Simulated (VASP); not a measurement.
# Ga in VASP: further runs, part 2 of 2

VASP 6.6.1. Earlier steps stand in the parts before.

### Step 4. Single point, PBEsol (atoms moved at random)

INCAR reads:

```
  ALGO = Fast
  EDIFF = 1E-7
  ENCUT = 520
  GGA = PS
  ISIF = 2
  ISMEAR = -1
  LASPH = T
  LCHARG = T
  LELF = T
  LREAL = F
  LVHAR = T
  LWAVE = F
  NBANDS = 34
  NELM = 80
  PREC = Accurate
  SIGMA = 0.05
```

KPOINTS reads:

```
k-points
0
Gamma
  7 7 6
```

POSCAR reads:

```
Ga
1.0
    2.2615000000     -3.8305000000      0.0000000000
    2.2615000000      3.8305000000      0.0000000000
    0.0000000000      0.0000000000      4.5240000000
Ga
4
Direct
    0.3575740000      0.6498150000      0.4138550000
    0.1433230000      0.8385800000      0.9163590000
    0.6559530000      0.3461020000      0.5984340000
    0.8513050000      0.1627760000      0.0864020000
```

Potentials or basis: VASP PAW PBE potentials, release 64 (Ga_d).

Run with:

```sh
> cat potpaw_PBE.64/Ga_d/POTCAR > POTCAR
> mpirun -np 1 vasp_std > vasp.out
```

OUTCAR:

```text
EDIFF = 1E-7
   ENCUT = 520
   GGA = PS
   ISIF = 2
   ISMEAR = -1
   LASPH = T
   LREAL = F
   NELM = 80
   PREC = Accurate

 ion  position               nearest neighbor table
   1  0.358  0.650  0.414-   3 2.45   4 2.69   4 2.72   2 2.73   2 2.75   3 2.84   3 2.86
   2  0.143  0.839  0.916-   4 2.48   3 2.64   3 2.72   1 2.73   4 2.75   1 2.75   4 2.86
   3  0.656  0.346  0.598-   1 2.45   4 2.64   2 2.64   2 2.72   4 2.73   1 2.84   1 2.86
   4  0.851  0.163  0.086-   2 2.48   3 2.64   1 2.69   1 2.72   3 2.73   2 2.75   2 2.86

  LATTYP: Found a base centered orthorhombic cell.
 ALAT       =     4.5230000000
 B/A-ratio  =     1.6937873093
 C/A-ratio  =     1.0002210922

  Lattice vectors:

 A1 = (   2.2615000000,  -3.8305000000,   0.0000000000)
 A2 = (   2.2615000000,   3.8305000000,   0.0000000000)
 A3 = (   0.0000000000,   0.0000000000,   4.5240000000)

Analysis of symmetry for initial positions (statically):
=====================================================================
 Subroutine PRICEL returns:
 Original cell was already a primitive cell.

[... 168 lines left out ...]
  ext. energy  EPLUGINS =         0.00000000
  ---------------------------------------------------
  free energy    TOTEN  =       -13.36026719 eV

  energy without entropy =      -13.35219788  energy(sigma->0) =      -13.35623253

 E-fermi :   4.9260     XC(G=0): -10.8049

 val. band max:        4.9245229641   @ k =   0.1429  -0.2857  -0.1667
 cond. band min:       4.9340722016   @ k =   0.2857   0.2857   0.0000
 fundamental gap:      0.0095492375
 Fermi energy:         4.9260361092

 k-point     1 :       0.0000    0.0000    0.0000
  band No.  band energies     occupation
      1     -10.2282      2.00000
      2     -10.2137      2.00000
      3     -10.2082      2.00000
      4     -10.1872      2.00000
      5     -10.1468      2.00000
      6     -10.1087      2.00000
[... 877 lines left out ...]
     33      11.7003      0.00000
     34      12.6190      0.00000

 [... further k-points ...]
[... 5 lines left out ...]
  --------------------------------------------------------------------------------------
  -------------------------------------------------------------------------------------
  Total       -1.0675119     -0.2979695     -0.7349628     -0.0473978     -0.2723824      0.1088014
  in kB      -21.8212005     -6.0908486    -15.0235056     -0.9688666     -5.5678164      2.2240299
  external PRESSURE =     -14.3118516 kB  Pullay stress =       0.0000000 kB

 VOLUME and BASIS-vectors are now :
 -----------------------------------------------------------------------------
  energy-cutoff  :      520.00
  volume of cell :       78.38
      direct lattice vectors                 reciprocal lattice vectors
     2.261500000 -3.830500000  0.000000000     0.221092195 -0.130531262  0.000000000
     2.261500000  3.830500000  0.000000000     0.221092195  0.130531262  0.000000000
     0.000000000  0.000000000  4.524000000     0.000000000  0.000000000  0.221043324

 POSITION                                       TOTAL-FORCE (eV/Angst)
 -----------------------------------------------------------------------------------
      2.27821      1.11943      1.87228         0.096677      0.443021     -0.036555
      2.22057      2.66318      4.14561         0.166351     -0.236927      0.007065
      2.26615     -1.18688      2.70732        -0.154888     -0.335895     -0.148096
      2.29334     -2.63741      0.39088        -0.108140      0.129801      0.177586
 -----------------------------------------------------------------------------------
    total drift:                               -0.000063      0.000225      0.000109

  FREE ENERGIE OF THE ION-ELECTRON SYSTEM (eV)
  ---------------------------------------------------
  free  energy   TOTEN  =       -13.3602671893 eV

  energy  without entropy=      -13.3521978781  energy(sigma->0) =      -13.35623253
```

stdout:

```text
POSCAR found type information on POSCAR Ga
 POSCAR found :  1 types and       4 ions
 scaLAPACK will be used
 -----------------------------------------------------------------------------
|                                                                             |
|                                                                             |
|     You enforced a specific xc type in the INCAR file but a different       |
|     I HOPE YOU KNOW WHAT YOU ARE DOING!                                     |
|                                                                             |
 -----------------------------------------------------------------------------

 LDA part: xc-table for (Slater+PW92), standard interpolation
 POSCAR, INCAR and KPOINTS ok, starting setup
 FFT: planning ... GRIDC
 FFT: planning ... GRID_SOFT
 FFT: planning ... GRID
 WAVECAR not read
 entering main loop
WARNING in EDDRMM: call to ZHEGV failed, returncode =   8  4     33
 num prob WARNING in EDDRMM: call to ZHEGV failed, returncode =   8  4     31
```

Wall time 18 min (1 thread of Intel Xeon 8259CL, shared host); peak memory 0.37 GiB.

What came out:

* Free energy: -13.3603 eV
* Pressure: -1.4 GPa
* Largest force: 0.455 eV/Å
* Band gap on the k mesh: zero (bands 26 and 27 overlap by 1.45 eV)

Forces in eV/Å, atoms in the order of the input:
```
Ga   0.097  0.443 -0.037
Ga   0.166 -0.237  0.007
Ga  -0.155 -0.336 -0.148
Ga  -0.108  0.130  0.178
```

Caveat: the cell differs from its parent crystal (atoms moved at random); the PAW data sets were made with another functional, which shifts forces and pressure a little.

### Step 5. Single point, PBE

INCAR reads:

```
SYSTEM = Ga
  ALGO = Fast
  EDIFF = 1E-7
  ENCUT = 520
  GGA = PE
  ISIF = 2
  ISMEAR = -1
  LASPH = .True.
  LCHARG = .False.
  LREAL = .False.
  LWAVE = .False.
  NBANDS = 34
  NELM = 60
  PREC = Accurate
  SIGMA = 0.05
```

KPOINTS reads:

```
k-points
0
Gamma
  7 7 6
  0 0 0
```

POSCAR reads:

```
Ga
1.0
    2.2615000000     -3.8305000000      0.0000000000
    2.2615000000      3.8305000000      0.0000000000
    0.0000000000      0.0000000000      4.5240000000
Ga
4
Direct
    0.3451000000      0.6549000000      0.4190000000
    0.1549000000      0.8451000000      0.9190000000
    0.6549000000      0.3451000000      0.5810000000
    0.8451000000      0.1549000000      0.0810000000
```

Potentials or basis: VASP PAW PBE potentials, release 64 (Ga_d).

Run with:

```sh
> cat potpaw_PBE.64/Ga_d/POTCAR > POTCAR
> mpirun -np 1 vasp_std > vasp.out
```

OUTCAR:

```text
SYSTEM = Ga
   EDIFF = 1E-7
   ENCUT = 520
   GGA = PE
   ISIF = 2
   ISMEAR = -1
   LASPH = .True.
   LREAL = .False.
   NELM = 60
   PREC = Accurate

 ion  position               nearest neighbor table
   1  0.345  0.655  0.419-   3 2.48   2 2.69   2 2.69   4 2.73   4 2.73   3 2.79   3 2.79
   2  0.155  0.845  0.919-   4 2.48   1 2.69   1 2.69   3 2.73   3 2.73   4 2.79   4 2.79
   3  0.655  0.345  0.581-   1 2.48   4 2.69   4 2.69   2 2.73   2 2.73   1 2.79   1 2.79
   4  0.845  0.155  0.081-   2 2.48   3 2.69   3 2.69   1 2.73   1 2.73   2 2.79   2 2.79

  LATTYP: Found a base centered orthorhombic cell.
 ALAT       =     4.5230000000
 B/A-ratio  =     1.6937873093
 C/A-ratio  =     1.0002210922

  Lattice vectors:

 A1 = (   2.2615000000,  -3.8305000000,   0.0000000000)
 A2 = (   2.2615000000,   3.8305000000,   0.0000000000)
 A3 = (   0.0000000000,   0.0000000000,   4.5240000000)

Analysis of symmetry for initial positions (statically):
=====================================================================
 Subroutine PRICEL returns:
 Original cell was already a primitive cell.

 Routine SETGRP: Setting up the symmetry group for a
 base centered orthorhombic supercell.

 Subroutine GETGRP returns: Found  8 space group operations
 (whereof  4 operations were pure point group operations)
 out of a pool of  8 trial point group operations.

The static configuration has the point symmetry C_2h.
 The point group associated with its full space group is D_2h.

Analysis of symmetry for dynamics (positions and initial velocities):
=====================================================================
 Subroutine PRICEL returns:
 Original cell was already a primitive cell.

 Routine SETGRP: Setting up the symmetry group for a
 base centered orthorhombic supercell.

 Subroutine GETGRP returns: Found  8 space group operations
 (whereof  4 operations were pure point group operations)
 out of a pool of  8 trial point group operations.

The dynamic configuration has the point symmetry C_2h.
 The point group associated with its full space group is D_2h.

 Subroutine INISYM returns: Found  8 space group operations
 (whereof  4 operations are pure point group operations),
 and found     1 'primitive' translations

----------------------------------------------------------------------------------------

                                     Primitive cell

  volume of cell :      78.3799

  direct lattice vectors                    reciprocal lattice vectors
     2.261500000 -3.830500000  0.000000000     0.221092195 -0.130531262  0.000000000
     2.261500000  3.830500000  0.000000000     0.221092195  0.130531262  0.000000000
     0.000000000  0.000000000  4.524000000     0.000000000  0.000000000  0.221043324

  length of vectors
     4.448270731  4.448270731  4.524000000     0.256749234  0.256749234  0.221043324

  position of ions in fractional coordinates (direct lattice)
     0.345100000  0.654900000  0.419000000
     0.154900000  0.845100000  0.919000000
     0.654900000  0.345100000  0.581000000
     0.845100000  0.154900000  0.081000000

  ion indices of the primitive-cell ions
   primitive index   ion index
                 1           1
                 2           2
                 3           3
                 4           4

----------------------------------------------------------------------------------------

 KPOINTS: k-points

Automatic generation of k-mesh.
 Grid dimensions read from file:
 generate k-points for:    7    7    6

 Generating k-lattice:

  Cartesian coordinates                     Fractional coordinates (reciprocal lattice)
     0.031584599 -0.018647323  0.000000000     0.142857143  0.000000000  0.000000000
     0.031584599  0.018647323  0.000000000     0.000000000  0.142857143  0.000000000
     0.000000000  0.000000000  0.036840554     0.000000000  0.000000000  0.166666667

  Length of vectors
     0.036678462  0.036678462  0.036840554

  Shift w.r.t. Gamma in fractional coordinates (k-lattice)
     0.000000000  0.000000000  0.000000000

 Subroutine IBZKPT returns following result:
 ===========================================

 Found     64 irreducible k-points:

 Following reciprocal coordinates:
            Coordinates               Weight
  0.000000  0.000000  0.000000      1.000000
  0.142857  0.000000  0.000000      4.000000
  0.285714  0.000000  0.000000      4.000000
  0.428571 -0.000000  0.000000      4.000000
  0.142857  0.142857  0.000000      2.000000
  0.285714  0.142857  0.000000      4.000000
[... 16 lines left out ...]
  0.428571  0.142857  0.166667      8.000000
 -0.428571  0.142857  0.166667      8.000000
 [... further k-points ...]
   k-points           NKPTS =     64   k-points in BZ     NKDIM =     64   number of bands    NBANDS=     34
   number of dos      NEDOS =    301   number of ions     NIONS =      4
   total plane-waves  NPLWV =  46656
   dimension x,y,z NGX =    36 NGY =   36 NGZ =   36
   dimension x,y,z NGXF=    72 NGYF=   72 NGZF=   72
   ions per type =               4
   NGX,Y,Z   is equivalent  to a cutoff of  13.45, 13.45, 13.23 a.u.
   NGXF,Y,Z  is equivalent  to a cutoff of  26.91, 26.91, 26.46 a.u.
 SYSTEM =  Ga
   PREC   = accura    normal or accurate (medium, high low for compatibility)
   ISTART =      0    job   : 0-new  1-cont  2-samecut
   ICHARG =      2    charge: 1-file 2-atom 10-const
   ISPIN  =      1    spin polarized calculation?
   LNONCOLLINEAR =      F non collinear calculations
   LSORBIT =      F    spin-orbit coupling
   LASPH  =      T    aspherical Exc in radial PAW
   ENCUT  =  520.0 eV  38.22 Ry    6.18 a.u.   8.27  8.27  8.41*2*pi/ulx,y,z
   NELM   =     60;   NELMIN=  2; NELMDL= -5     # of ELM steps
   EDIFF  = 0.1E-06   stopping-criterion for ELM
   LREAL  =      F    real-space projection
   EDIFFG = 0.1E-05   stopping-criterion for IOM
   NSW    =      0    number of steps for IOM
   IBRION =     -1    ionic relax: 0-MD 1-quasi-New 2-CG
   NFREE  =      0    steps in history (QN), initial steepest desc. (CG)
   ISIF   =      2    stress and relaxation
   ISYM   =      2    0-nonsym 1-usesym 2-fastsym
   POTIM  = 0.5000    time-step for ionic-motion
   TEBEG  =    0.0;   TEEND  =   0.0 temperature during run
   PSTRESS=    0.0 pullay stress
   NELECT =      52.0000    total number of electrons
   NUPDOWN=      -1.0000    fix difference up-down
   EMIN   =  10.00;   EMAX   =-10.00  energy-range for DOS
   EFERMI =   0.00;   METHOD = LEGACY
   ISMEAR =    -1;   SIGMA  =   0.05  broadening in eV -4-tet -1-fermi 0-gaus
   EFERMI_NEDOS =   21; number of points for ismear=-14 and -15
   IALGO  =     68    algorithm
   IMIX   =      4    mixing-type and parameters
     AMIX     =   0.40;   BMIX     =  1.00
     AMIX_MAG =   1.60;   BMIX_MAG =  1.00
  volume/ion in A,a.u.               =      19.59       132.23
  Fermi-wavevector in a.u.,A,eV,Ry     =   1.427823  2.698194 27.737908  2.038679
  Thomas-Fermi vector in A             =   2.547951
   LORBIT       =      0    0 simple, 1 ext, 2 COOP (PROOUT), +10 PAW based schemes
   GGA     = PE    functional components
   LHFCALC =     F    Hartree Fock is set to
   AEXX    =    0.0000 exact exchange contribution
   IVDW    =     0    specifies the selected vdW correction
   LEPSILON=     F    determine dielectric tensor
   LRPA    =     F    only Hartree local field effects (RPA)
 non-spin polarized calculation
 RMM-DIIS sequential band-by-band and
  energy-cutoff  :      520.00
  volume of cell :       78.38
 maximum number of plane-waves:      2131
 NGX is ok and might be reduce to    36
   NGX = 17   NGY = 17   NGZ = 17

 number of electron      52.0000010 magnetization

 Free energy of the ion-electron system (eV)
  ---------------------------------------------------
  ext. energy  EPLUGINS =         0.00000000
  ---------------------------------------------------
  free energy    TOTEN  =       -11.59933917 eV

  energy without entropy =      -11.59054320  energy(sigma->0) =      -11.59494118

 E-fermi :   5.0985     XC(G=0): -10.6468

 val. band max:        5.0872570253   @ k =   0.2857   0.2857   0.0000
 cond. band min:       5.1177807882   @ k =  -0.2857   0.1429   0.1667
 fundamental gap:      0.0305237629
 Fermi energy:         5.0984629657

 k-point     1 :       0.0000    0.0000    0.0000
  band No.  band energies     occupation
      1     -10.1179      2.00000
      2     -10.1146      2.00000
      3     -10.0888      2.00000
      4     -10.0690      2.00000
      5     -10.0404      2.00000
      6     -10.0162      2.00000
[... 877 lines left out ...]
     33      12.3842      0.00000
     34      13.0763      0.00000

 [... further k-points ...]
[... 5 lines left out ...]
  --------------------------------------------------------------------------------------
  -------------------------------------------------------------------------------------
  Total        0.5410830      1.3143785      1.0809659      0.0000000      0.0000000      0.0000000
  in kB       11.0603735     26.8674462     22.0962163      0.0000000      0.0000000      0.0000000
  external PRESSURE =      20.0080120 kB  Pullay stress =       0.0000000 kB

 VOLUME and BASIS-vectors are now :
 -----------------------------------------------------------------------------
  energy-cutoff  :      520.00
  volume of cell :       78.38
      direct lattice vectors                 reciprocal lattice vectors
     2.261500000 -3.830500000  0.000000000     0.221092195 -0.130531262  0.000000000
     2.261500000  3.830500000  0.000000000     0.221092195  0.130531262  0.000000000
     0.000000000  0.000000000  4.524000000     0.000000000  0.000000000  0.221043324

 POSITION                                       TOTAL-FORCE (eV/Angst)
 -----------------------------------------------------------------------------------
      2.26150      1.18669      1.89556         0.000000      0.094311     -0.040337
      2.26150      2.64381      4.15756         0.000000     -0.094311     -0.040337
      2.26150     -1.18669      2.62844         0.000000     -0.094311      0.040337
      2.26150     -2.64381      0.36644         0.000000      0.094311      0.040337
 -----------------------------------------------------------------------------------
    total drift:                               -0.000000      0.000000      0.000000

  FREE ENERGIE OF THE ION-ELECTRON SYSTEM (eV)
  ---------------------------------------------------
  free  energy   TOTEN  =       -11.5993391695 eV

  energy  without entropy=      -11.5905431990  energy(sigma->0) =      -11.59494118
```

Run time: 13 min. Hardware: 1 thread of AMD EPYC, shared host; peak memory 0.25 GiB.

Results:

```yaml
Free_energy: -11.5993 eV
Pressure: 2.0 GPa
Largest_force: 0.103 eV/Å
Band_gap_on_the_k_mesh: zero (bands 26 and 27 overlap by 1.28 eV)
```

Forces on the atoms (eV/Å):
```
Ga   0.000  0.094 -0.040
Ga   0.000 -0.094 -0.040
Ga   0.000 -0.094  0.040
Ga   0.000  0.094  0.040
```

Stress tensor (GPa, compression positive):
```
1.11 0.00 0.00
0.00 2.69 0.00
0.00 0.00 2.21
```

### Step 6. Summary

```csv
level,cell,k mesh,further INCAR settings,gap on the mesh (eV),pressure (GPa),largest force (eV/Å)
PBEsol,"as given, atomic positions A",6 × 6 × 5,ALGO = Fast; EDIFF = 1e-06; NBANDS = 34,none,-1.4,0.45
PBEsol,"as given, atomic positions A",8 × 8 × 7,ALGO = Fast; EDIFF = 1e-06; NBANDS = 34,none,-1.5,0.44
PBEsol,"as given, atomic positions A",7 × 7 × 6,ALGO = Fast; EDIFF = 1e-07; NBANDS = 34,none,-1.4,0.45
PBE,"as given, atomic positions B",7 × 7 × 6,ALGO = Fast; EDIFF = 1e-07; NBANDS = 34,none,2.0,0.10
```

Alike in all rows: task single point; potentials or basis VASP PAW PBE potentials, release 64 (Ga_d); no spin polarisation; cutoff (eV) 520; smearing fermi-dirac 0.05 eV.

The pressure there spans -1.5 GPa (PBEsol) to 2.0 GPa (PBE); a positive pressure means that this level wants a larger cell, a negative one a smaller.

Caveats: the PAW data sets were made with another functional, which shifts forces and pressure a little (at least some runs).

Absolute energies hang on the potentials; compare differences alone.
